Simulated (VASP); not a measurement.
# C in VASP: notebook

Runs on C. Level: PBE. Tasks: electric field gradients.

All numbers are computed with VASP 6.6.1; they aren't measurements. Logs are shortened: lines on timing, memory, paths and dates and some standing lists are left out, and cuts for length are marked.

## 1. The cell of the first run

Symmetry: Fd-3m, No. 227, cubic system. Conventional cell: a = 4.021 Å, b = 4.021 Å, c = 4.021 Å, α = 90.00°, β = 90.00°, γ = 90.00°. C (site symmetry -43m) has 4 C at 1.74 Å within 2.3 Å.

## 2. Electric field gradients, PBE

Contents of INCAR:

```
ALGO     = Normal         # electronic algorithm
EDIFF    = 1E-8           # SCF threshold, eV
ENCUT    = 520            # plane-wave cutoff, eV
GGA      = PE             # functional
ISIF     = 2              # what is computed and relaxed
ISMEAR   = -1             # smearing method
LASPH    = True           # aspherical terms in the spheres
LCHARG   = False          # write CHGCAR
LEFG     = True         
LREAL    = False          # projectors in reciprocal space
LWAVE    = False          # write WAVECAR
NBANDS   = 11             # bands
NELM     = 100            # most SCF steps
PREC     = Accurate       # precision mode
SIGMA    = 0.05           # smearing width, eV
```

Contents of KPOINTS:

```
k-points
0
Gamma
  13 13 13
```

Contents of POSCAR:

```
C
1.0
    0.0000000000      2.0103628793      2.0103628793
    2.0103628793      0.0000000000      2.0103628793
    2.0103628793      2.0103628793      0.0000000000
C
2
Direct
   -0.1250000000     -0.1250000000     -0.1250000000
    0.1250000000      0.1250000000      0.1250000000
```

Potentials or basis: VASP PAW PBE potentials, release 64 (C).

The run is started by

```console
cat potpaw_PBE.64/C/POTCAR > POTCAR
mpirun -np 1 vasp_std > vasp.out
```

OUTCAR:

```text
EDIFF = 1E-8
   ENCUT = 520
   GGA = PE
   ISIF = 2
   ISMEAR = -1
   LASPH = True
   LREAL = False
   NELM = 100
   PREC = Accurate

 ion  position               nearest neighbor table
   1  0.875  0.875  0.875-   2 1.74   2 1.74   2 1.74   2 1.74
   2  0.125  0.125  0.125-   1 1.74   1 1.74   1 1.74   1 1.74

  LATTYP: Found a face centered cubic cell.
 ALAT       =     4.0207257586

  Lattice vectors:

 A1 = (   0.0000000000,   2.0103628793,   2.0103628793)
 A2 = (   2.0103628793,   0.0000000000,   2.0103628793)
 A3 = (   2.0103628793,   2.0103628793,   0.0000000000)

Analysis of symmetry for initial positions (statically):
=====================================================================
 Subroutine PRICEL returns:
 Original cell was already a primitive cell.

 Routine SETGRP: Setting up the symmetry group for a
 face centered cubic supercell.

 Subroutine GETGRP returns: Found 48 space group operations
 (whereof 12 operations were pure point group operations)
 out of a pool of 48 trial point group operations.

The static configuration has the point symmetry D_3d.
 The point group associated with its full space group is O_h .

Analysis of symmetry for dynamics (positions and initial velocities):
=====================================================================
 Subroutine PRICEL returns:
 Original cell was already a primitive cell.

 Routine SETGRP: Setting up the symmetry group for a
 face centered cubic supercell.

 Subroutine GETGRP returns: Found 48 space group operations
 (whereof 12 operations were pure point group operations)
 out of a pool of 48 trial point group operations.

The dynamic configuration has the point symmetry D_3d.
 The point group associated with its full space group is O_h .

 Subroutine INISYM returns: Found 48 space group operations
 (whereof 12 operations are pure point group operations),
 and found     1 'primitive' translations

----------------------------------------------------------------------------------------

                                     Primitive cell

  volume of cell :      16.2500

  direct lattice vectors                    reciprocal lattice vectors
     0.000000000  2.010362879  2.010362879    -0.248711317  0.248711317  0.248711317
     2.010362879  0.000000000  2.010362879     0.248711317 -0.248711317  0.248711317
     2.010362879  2.010362879  0.000000000     0.248711317  0.248711317 -0.248711317

[... 127 lines left out ...]
  free energy    TOTEN  =       -16.62680596 eV

  energy without entropy =      -16.62680596  energy(sigma->0) =      -16.62680596

 E-fermi :   6.0540     XC(G=0): -11.5151

 val. band max:        5.1878771773   @ k =   0.0000   0.0000   0.0000
 cond. band min:       8.5784146679   @ k =   0.3846   0.3846   0.0000
 fundamental gap:      3.3905374906
 Fermi energy:         6.0539719575

 k-point     1 :       0.0000    0.0000    0.0000
  band No.  band energies     occupation
      1     -12.0459      2.00000
      2       5.1879      2.00000
      3       5.1879      2.00000
      4       5.1879      2.00000
      5       9.8038      0.00000
      6       9.8038      0.00000
      7       9.8038      0.00000
      8      11.3056      0.00000
      9      20.5108      0.00000
     10      28.1555      0.00000
     11      28.1555      0.00000
[... 309 lines left out ...]
 k-point    24 :       0.4615    0.1538    0.0000
  band No.  band energies     occupation
      1      -8.3512      2.00000
      2      -3.5647      2.00000
      3       1.7796      2.00000
      4       2.4670      2.00000
      5      10.4588      0.00000
      6      12.2966      0.00000
      7      13.4225      0.00000
      8      15.8494      0.00000
      9      21.9626      0.00000
     10      23.2333      0.00000
     11      27.7277      0.00000

 [... further k-points ...]
[... 5 lines left out ...]
  --------------------------------------------------------------------------------------
  -------------------------------------------------------------------------------------
  Total       -7.8260229     -7.8260229     -7.8260229     -0.0000000      0.0000000      0.0000000
  in kB     -771.6108620   -771.6108620   -771.6108620     -0.0000000      0.0000000      0.0000000
  external PRESSURE =    -771.6108620 kB  Pullay stress =       0.0000000 kB

 VOLUME and BASIS-vectors are now :
 -----------------------------------------------------------------------------
  energy-cutoff  :      520.00
  volume of cell :       16.25
      direct lattice vectors                 reciprocal lattice vectors
     0.000000000  2.010362879  2.010362879    -0.248711317  0.248711317  0.248711317
     2.010362879  0.000000000  2.010362879     0.248711317 -0.248711317  0.248711317
     2.010362879  2.010362879  0.000000000     0.248711317  0.248711317 -0.248711317

 POSITION                                       TOTAL-FORCE (eV/Angst)
 -----------------------------------------------------------------------------------
      3.51814      3.51814      3.51814         0.000000     -0.000000     -0.000000
      0.50259      0.50259      0.50259        -0.000000      0.000000      0.000000
 -----------------------------------------------------------------------------------
    total drift:                                0.000000      0.000000      0.000000

  FREE ENERGIE OF THE ION-ELECTRON SYSTEM (eV)
  ---------------------------------------------------
  free  energy   TOTEN  =       -16.6268059554 eV

  energy  without entropy=      -16.6268059553  energy(sigma->0) =      -16.62680596

 Electric field gradients (V/A^2)
---------------------------------------------------------------------
 ion       V_xx      V_yy      V_zz      V_xy      V_xz      V_yz
---------------------------------------------------------------------
   1      -0.000    -0.000    -0.000    -0.000    -0.000    -0.000
   2       0.000    -0.000    -0.000    -0.000    -0.000    -0.000
---------------------------------------------------------------------

 Electric field gradients after diagonalization (V/A^2)
 (convention: |V_zz| > |V_xx| > |V_yy|)
----------------------------------------------------------------------
 ion       V_xx      V_yy      V_zz     asymmetry (V_yy - V_xx)/ V_zz
----------------------------------------------------------------------
   1       0.000     0.000    -0.000       0.000
   2       0.000     0.000    -0.000       0.000
----------------------------------------------------------------------

           NMR quadrupolar parameters

 Cq : quadrupolar parameter    Cq=e*Q*V_zz/h
 eta: asymmetry parameters     (V_yy - V_xx)/ V_zz
 Q  : nuclear electric quadrupole moment in mb (millibarn)
----------------------------------------------------------------------
 ion       Cq(MHz)       eta       Q (mb)
----------------------------------------------------------------------
   1      -0.000       0.000       1.000
   2      -0.000       0.000       1.000
----------------------------------------------------------------------
```

OSZICAR:

```text
N       E                     dE             d eps       ncg     rms          rms(c)
DAV:   1     0.650836290954E+00    0.65084E+00   -0.41238E+03  1864   0.656E+02
DAV:   2    -0.163811397194E+02   -0.17032E+02   -0.16616E+02  2679   0.112E+02
DAV:   3    -0.167719086784E+02   -0.39077E+00   -0.38927E+00  2162   0.131E+01
DAV:   4    -0.167730062355E+02   -0.10976E-02   -0.10975E-02  1989   0.874E-01
DAV:   5    -0.167730084087E+02   -0.21732E-05   -0.21732E-05  2174   0.375E-02    0.346E+00
DAV:   6    -0.166624025065E+02    0.11061E+00   -0.62634E-02  1899   0.163E+00    0.209E+00
DAV:   7    -0.166257433053E+02    0.36659E-01   -0.92756E-02  1991   0.201E+00    0.305E-01
DAV:   8    -0.166267152712E+02   -0.97197E-03   -0.27900E-03  1937   0.371E-01    0.369E-02
DAV:   9    -0.166267919398E+02   -0.76669E-04   -0.81973E-05  2194   0.715E-02    0.200E-02
DAV:  10    -0.166268060346E+02   -0.14095E-04   -0.16670E-05  1959   0.310E-02    0.344E-03
DAV:  11    -0.166268060360E+02   -0.14156E-08   -0.23919E-07  2211   0.391E-03    0.781E-04
DAV:  12    -0.166268059540E+02    0.81994E-07   -0.39500E-08  1946   0.176E-03    0.189E-04
DAV:  13    -0.166268059554E+02   -0.13794E-08   -0.84309E-10  1275   0.227E-04
   1 F= -.16626806E+02 E0= -.16626806E+02  d E =-.933669E-10
```

Run time: 38 s. Hardware: 1 thread of AMD EPYC 7R13, shared host; peak memory 0.1 GiB.

Results:

```yaml
Free_energy: -16.6268 eV
Pressure: -77.2 GPa
Band_gap_on_the_k_mesh: 3.39 eV, indirect (least direct gap 4.62 eV)
```

Caveat: without QUAD_EFG the Cq values of the log hold for a quadrupole moment of 1 mb, not for the nuclei.

(Continued in part 2 of 2.)
